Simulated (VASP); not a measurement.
Wanted: the native input for a VASP 6.6.1 run.

- Task: single point
- Functional: RPBE
- Potentials or basis: VASP PAW PBE potentials, release 64 (Se)
- Cutoff: 520 eV
- k mesh: 14 × 14 × 14
- Occupations: fermi-dirac, width 0.1 eV
- Spin: no spin polarisation
- Dipole correction: no
- Further INCAR settings: ALGO = Normal; EDIFF = 1e-07; NBANDS = 9

The structure of Se lies in POSCAR:

```
Se
1.0
   -1.8020755404      1.8020755404      1.8020755404
    1.8020755404     -1.8020755404      1.8020755404
    1.8020755404      1.8020755404     -1.8020755404
Se
1
Direct
    0.0000000000      0.0000000000      0.0000000000
```

This cell differs from its parent crystal: volume scaled by 1.12.

These files were run (other wordings do the same):

INCAR

```
SYSTEM = Se
  ALGO = Normal
  EDIFF = 1E-7
  ENCUT = 520
  GGA = RP
  ISIF = 2
  ISMEAR = -1
  LASPH = .TRUE.
  LCHARG = .FALSE.
  LREAL = .FALSE.
  LWAVE = .FALSE.
  NBANDS = 9
  NELM = 100
  PREC = Accurate
  SIGMA = 0.1
```

KPOINTS

```
k-points
0
G
  14 14 14
  0 0 0
```

Potentials or basis: VASP PAW PBE potentials, release 64 (Se).

The run is started by

```sh
$ cat potpaw_PBE.64/Se/POTCAR > POTCAR
$ mpirun -np 1 vasp_std > vasp.out
```

It gave:

* Pressure: -5.5 GPa
* Band gap on the k mesh: zero (band 3 reaches 6.28 eV, above the bottom of band 4 at 1.26 eV)

Caveat: the PAW data sets were made with another functional, which shifts forces and pressure a little.

Run time: 6.8 s on 1 thread of Intel(R) Xeon(R) 6975P-C (Granite Rapids), with other jobs on the host, peak memory 0.14 GiB.
